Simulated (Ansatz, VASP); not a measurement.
## C: VASP beside Ansatz

```xyz
6
Lattice="3.5716 0.0000 0.0000 -1.7858 3.0931 0.0000 0.0000 0.0000 3.3770" Properties=species:S:1:pos:R:3 pbc="T T T"
C     0.0000    1.4389    0.8442
C     0.5397    2.3736    1.9699
C    -0.5397    2.3736    3.0955
C     1.7858    1.6542    2.5327
C     1.2461    0.7194    0.2814
C     2.3255    0.7194    1.4071
```

Alike in both runs: functional PBE; k mesh 6 × 6 × 8; occupations gaussian, width 0.02 eV; no spin polarisation.

Ansatz relaxed the structure, and its values are those at the end. VASP's run is a single point on that final structure, the one shown.

|  | VASP | Ansatz |
| --- | --- | --- |
| version | VASP 6.6.1 | Ansatz 0.2.0 |
| potentials or method | VASP PAW PBE potentials, release 64 (C), cutoff 520 eV | scalar-relativistic, plane waves, PAW |
| valence electrons in the cell | 24 | 24 |

Ansatz gave:

| Quantity | Value |
| --- | --- |
| gap on the k mesh at the Fermi level (eV) | 4.30 |
| least direct gap on the mesh (eV) | 5.19 |
| pressure (GPa) | 0.0 |
| rms of the force components (eV/Å) | 0.000 |

Task: Estimate VASP's values.

Result: gap on the k mesh at the Fermi level (eV): 4.28; least direct gap on the mesh (eV): 5.18; pressure (GPa): 0.6; rms of the force components (eV/Å): 0.007.
